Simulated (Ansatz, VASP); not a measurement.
**Zn2B3 in VASP and in Ansatz**

```
CELL_PARAMETERS angstrom
2.93810 0.00000 0.00000
-1.46905 2.54447 0.00000
0.00000 0.00000 7.11452
ATOMIC_POSITIONS crystal
Zn 0.33333 0.66667 0.21684
Zn 0.66667 0.33333 0.78316
B 0.00000 0.00000 0.00000
B 0.33333 0.66667 0.51372
B 0.66667 0.33333 0.48628
```

Alike in both runs: functional PBE; k mesh 6 × 6 × 4; occupations gaussian, width 0.1 eV; no spin polarisation.

Ansatz relaxed the structure, and its values are those at the end. VASP's run is a single point on that final structure, the one shown.

```csv
,VASP,Ansatz
version,VASP 6.6.1,Ansatz 0.2.0
potentials or method,"VASP PAW PBE potentials, release 64 (Zn, B), cutoff 520 eV","scalar-relativistic, plane waves, PAW"
valence electrons in the cell,33,33
```

|  | VASP | Ansatz | Ansatz less VASP |
| --- | --- | --- | --- |
| gap on the k mesh at the Fermi level (eV) | none | none | - |
| pressure (GPa) | 0.4 | 0.0 | -0.35 |
| rms of the force components (eV/Å) | 0.007 | 0.003 | -0.0041 |

A gap of «none» marks a metal or a gap that the smearing closes. The functional is the same, so the differences come from potentials, cutoffs and numerics.

The k mesh is coarse, so the values compare programs but aren't converged.
